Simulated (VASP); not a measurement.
Wanted: the native input for a VASP 6.6.1 run.

```yaml
Task: single point
Functional: LDA
Potentials_or_basis: VASP PAW LDA potentials, release 64 (Al, Ni)
Cutoff: 520 eV
k_mesh: 14 × 14 × 14
Occupations: gaussian, width 0.1 eV
Spin: no spin polarisation
Dipole_correction: no
Further_INCAR_settings: ALGO = Normal; EDIFF = 1e-06; NBANDS = 24
```

The structure of AlNi3 lies in POSCAR:

```
AlNi3
1.0
    0.0000000000      2.7679723877      2.7679723877
    2.7679723877      0.0000000000      2.7679723877
    2.7679723877      2.7679723877      0.0000000000
Al Ni
1 3
Direct
    0.5000000000      0.5000000000      0.5000000000
    0.2500000000      0.2500000000      0.2500000000
    0.0000000000      0.0000000000      0.0000000000
    0.7500000000      0.7500000000      0.7500000000
```

These files were run (other wordings do the same):

INCAR

```
PREC     = Accurate       # precision mode
ENCUT    = 520            # plane-wave cutoff, eV
EDIFF    = 1E-6           # SCF threshold, eV
ISMEAR   = 0              # smearing method
SIGMA    = 0.1            # smearing width, eV
LREAL    = F              # projectors in reciprocal space
LASPH    = T              # aspherical terms in the spheres
NELM     = 100            # most SCF steps
ALGO     = Normal         # electronic algorithm
ISIF     = 2              # what is computed and relaxed
LWAVE    = F              # write WAVECAR
LCHARG   = F              # write CHGCAR
GGA      = CA             # functional
NBANDS   = 24             # bands
```

KPOINTS

```
Automatic mesh
0
Gamma
  14 14 14
```

Potentials or basis: VASP PAW LDA potentials, release 64 (Al, Ni).

Run with:

```console
$ cat potpaw_LDA.64/Al/POTCAR potpaw_LDA.64/Ni/POTCAR > POTCAR
$ mpirun -np 1 vasp_std > vasp.out
```

It gave:

```
Pressure : 0.2 GPa
```

It took 77 s on 1 thread of Intel(R) Xeon(R) 6975P-C (Granite Rapids), with other jobs on the host, peak memory 0.21 GiB.
